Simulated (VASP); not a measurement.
Here is a VASP 6.6.1 calculation.

Contents of POSCAR:

```
Zn
1.0
    2.6187264646      0.0000000000      0.0000000000
   -1.3093632323      2.2678836439      0.0000000000
    0.0000000000      0.0000000000      4.8388970683
Zn
2
Direct
    0.3333333333      0.6666666667      0.2500000000
    0.6666666667      0.3333333333      0.7500000000
```

The input INCAR.step1:

```
PREC = Accurate ; ENCUT = 520
ISMEAR = 1 ; SIGMA = 0.1
LREAL = False ; LASPH = True
NELM = 100 ; NBANDS = 19
GGA = PE ; ALGO = Normal
EDIFF = 1E-4 ; LWAVE = True
LCHARG = False
```

File INCAR.step2:

```
PREC = Accurate ; ENCUT = 520
EDIFF = 1E-7 ; ISMEAR = 1
SIGMA = 0.1 ; LREAL = False
LASPH = True ; NELM = 100
ALGO = Normal ; ISIF = 2
LWAVE = False ; LCHARG = False
METAGGA = R2SCAN ; LMIXTAU = True
NBANDS = 19 ; ISTART = 1
```

Contents of KPOINTS:

```
regular mesh
0
Gamma
  14 14 7
```

Potentials or basis: VASP PAW PBE potentials, release 64 (Zn).

Run with:

```console
$ cat potpaw_PBE.64/Zn/POTCAR > POTCAR
$ cp INCAR.step1 INCAR
$ mpirun -np 1 vasp_std > vasp.out
$ cp INCAR.step2 INCAR
$ mpirun -np 1 vasp_std > vasp.out
```

Q: What does it give for the pressure?

A: 0.5 GPa.

Q: Predict the band gap on the k mesh.

A: Zero (bands 12 and 13 overlap by 4.50 eV).

Stress tensor (GPa, compression positive):
```
 1.37  0.00  0.00
 0.00  1.37  0.00
 0.00  0.00 -1.31
```

Caveat: the PAW data sets were made with another functional, which shifts forces and pressure a little.
